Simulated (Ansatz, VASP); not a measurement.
**Co in VASP and in Ansatz**

File INCAR:

```
PREC = Accurate ; ENCUT = 600
EDIFF = 1E-6 ; ISMEAR = -1
SIGMA = 0.1 ; LREAL = F
LASPH = T ; NELM = 120
ALGO = Normal ; ISIF = 2
LWAVE = F ; LCHARG = F
GGA = RP ; NBANDS = 10
GGA_COMPAT = F
```

The input KPOINTS:

```
Automatic mesh
0
Gamma
  15 15 15
```

The input POSCAR:

```
Co
1.0
    2.3361150242      0.0000000000      0.0000000000
    0.0000000000      2.3361150242      0.0000000000
    0.0000000000      0.0000000000      2.3361150242
Co
1
Direct
    0.0000000000      0.0000000000      0.0000000000
```

Input for Ansatz:

```yaml
crystal:
  lattice:
    - [2.3361150242, 0.0, 0.0]
    - [0.0, 2.3361150242, 0.0]
    - [0.0, 0.0, 2.3361150242]
  atoms:
    - { symbol: Co, position: [0.0, 0.0, 0.0] }
hamiltonian:
  xc: rpbe
  pseudopotentials:
    kind: paw
    azcp:
      Co: "pseudopotentials/Co.paw.azcp"
basis:
  ecutwfc: 420
  fft_grid_basis: typed
kpoints:
  mp_grid: { grid: [15, 15, 15], shift: [0, 0, 0] }
magnetization:
  spin_polarized: false
scf:
  occupations: { method: fermi_dirac, width: 0.1 }
  lower_state_search: "off"
output:
  stress: true
```

Alike in both runs: task single point; functional RPBE; k mesh 15 × 15 × 15; occupations fermi-dirac, width 0.1 eV; no spin polarisation.

|  | VASP | Ansatz |
| --- | --- | --- |
| version | VASP 6.6.1 | Ansatz 0.2.0 |
| potentials or method | VASP PAW PBE potentials, release 64 (Co), cutoff 600 eV | plane waves (420 eV) with PAW, scalar-relativistic |
| valence electrons in the cell | 9 | 17 |

```tsv
	VASP	Ansatz	Ansatz less VASP
pressure (GPa)	-6.3	-5.8	+0.50
```

VASP's potentials were made for PBE, not for RPBE. VASP's potentials hold 9 valence electrons a cell and Ansatz's 17, so a difference there can come from the potentials and not from the codes.
